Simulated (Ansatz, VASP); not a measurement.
AlV2C in VASP and in Ansatz

```
CELL_PARAMETERS angstrom
2.88644 0.00000 0.00000
-1.44322 2.49973 0.00000
0.00000 0.00000 6.76973
ATOMIC_POSITIONS crystal
Al 0.00000 0.00000 0.00000
V 0.33333 0.66667 0.33388
V 0.66667 0.33333 0.66612
C 0.00000 0.00000 0.50000
```

Alike in both runs: functional PBE; k mesh 18 × 18 × 8; occupations gaussian, width 0.1 eV; no spin polarisation.

Ansatz relaxed the structure, and its values are those at the end. VASP's run is a single point on that final structure, the one shown.

```csv
,VASP,Ansatz
version,VASP 6.6.1,Ansatz 0.2.0
potentials or method,"VASP PAW PBE potentials, release 64 (Al, V_sv, C), cutoff 520 eV","scalar-relativistic, plane waves, PAW"
valence electrons in the cell,33,33
```

|  | VASP | Ansatz | Ansatz less VASP |
| --- | --- | --- | --- |
| gap on the k mesh at the Fermi level (eV) | none | none | - |
| pressure (GPa) | 0.3 | 0.0 | -0.32 |
| rms of the force components (eV/Å) | 0.022 | 0.001 | -0.0210 |

A gap of «none» marks a metal or a gap that the smearing closes.
